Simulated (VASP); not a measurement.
# Al: single point with RPBE

The system is Al.

```
CELL_PARAMETERS angstrom
2.86331 0.00000 0.00000
-1.43165 2.47970 0.00000
0.00000 0.00000 9.50161
ATOMIC_POSITIONS crystal
Al 0.00000 0.00000 0.00000
Al 0.00000 0.00000 0.50000
Al 0.33333 0.66667 0.25000
Al 0.66667 0.33333 0.75000
```

This isn't the form of Al at room conditions, which is fcc.

```json
{
  "Program": "VASP 6.6.1",
  "Task": "single point",
  "Functional": "RPBE",
  "Potentials or basis": "VASP PAW PBE potentials, release 64 (Al)",
  "Cutoff": "520 eV",
  "k mesh": "17 × 17 × 5",
  "Occupations": "fermi-dirac, width 0.1 eV",
  "Spin": "no spin polarisation",
  "Dipole correction": "no",
  "Further INCAR settings": "ALGO = Normal; EDIFF = 1e-06; NBANDS = 14"
}
```

```json
{
  "Pressure": "-0.1 GPa",
  "Band gap on the k mesh": "zero (bands 6 and 7 overlap by 5.38 eV)"
}
```

Stress tensor (GPa, compression positive):
```
 0.16  0.00  0.00
 0.00  0.16  0.00
 0.00  0.00 -0.69
```

Levels at points of the mesh, in eV from the Fermi level:
```csv
k point,band 4,band 5,band 6,band 7,band 8,band 9
"(0.00, 0.00, 0.00)",-4.61,-4.53,3.10,3.11,10.77,10.77
```

Run time: 85 s on 1 thread of Intel Xeon 8259CL, with other jobs on the host, peak memory 0.22 GiB.

Caveat: the PAW data sets were made with another functional, which shifts forces and pressure a little.
